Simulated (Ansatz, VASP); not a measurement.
**Two plane-wave programs on AlN**

```
Al N
1.0
     0.00000    2.19846    2.19846
     2.19846    0.00000    2.19846
     2.19846    2.19846    0.00000
Al N
1 1
Direct
  0.00000 0.00000 0.00000
  0.25000 0.25000 0.25000
```

Alike in both runs: task single point; functional PBE exchange alone; k mesh 10 × 10 × 10; occupations fermi-dirac, width 0.05 eV; no spin polarisation.

|  | VASP | Ansatz |
| --- | --- | --- |
| version | VASP 6.6.1 | Ansatz 0.2.0 |
| potentials or method | VASP PAW PBE potentials, release 64 (Al, N) | Ansatz PAW |
| plane-wave cutoff (eV) | 600 | 420 |
| valence electrons in the cell | 8 | 8 |

Ansatz gave:

```
gap on the k mesh at the Fermi level (eV) : 3.66
least direct gap on the mesh (eV)         : 4.34
pressure (GPa)                            : 14.6
```

Q: Which values does VASP return?

A: gap on the k mesh at the Fermi level (eV): 3.64; least direct gap on the mesh (eV): 4.32; pressure (GPa): 14.7.

VASP's potentials were made for PBE, not for PBE exchange alone.
